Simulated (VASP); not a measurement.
Input of a VASP 6.6.1 run:

File INCAR:

```
SYSTEM = MgB2
ALGO = Normal ; EDIFF = 1E-6
ENCUT = 520 ; GGA = PE
ISIF = 2 ; ISMEAR = 0
LASPH = .True. ; LCHARG = .True.
LELF = .True. ; LREAL = .False.
LVHAR = .True. ; LWAVE = .False.
NBANDS = 11 ; NELM = 100
PREC = Accurate ; SIGMA = 0.1
```

The input KPOINTS:

```
k-points
0
Gamma
  18 18 14
  0 0 0
```

The input POSCAR:

```
MgB2
1.0
    3.0752548164      0.0000000000      0.0000000000
   -1.5376274082      2.6632487941      0.0000000000
    0.0000000000      0.0000000000      3.5241633708
Mg B
1 2
Direct
    0.0000000000      0.0000000000      0.0000000000
    0.6666666667      0.3333333333      0.5000000000
    0.3333333333      0.6666666667      0.5000000000
```

Potentials or basis: VASP PAW PBE potentials, release 64 (Mg, B).

Launch:

```sh
$ cat potpaw_PBE.64/Mg/POTCAR potpaw_PBE.64/B/POTCAR > POTCAR
$ mpirun -np 1 vasp_std > vasp.out
```

Problem. What does it give for the band gap on the k mesh?

Solution. Zero (band 4 reaches 7.09 eV, above the bottom of band 5 at 3.30 eV).

Problem. Predict the pressure.

Solution. -0.3 GPa.

Stress tensor (GPa, compression positive):
```
-0.19  0.00  0.00
 0.00 -0.19  0.00
 0.00  0.00 -0.38
```
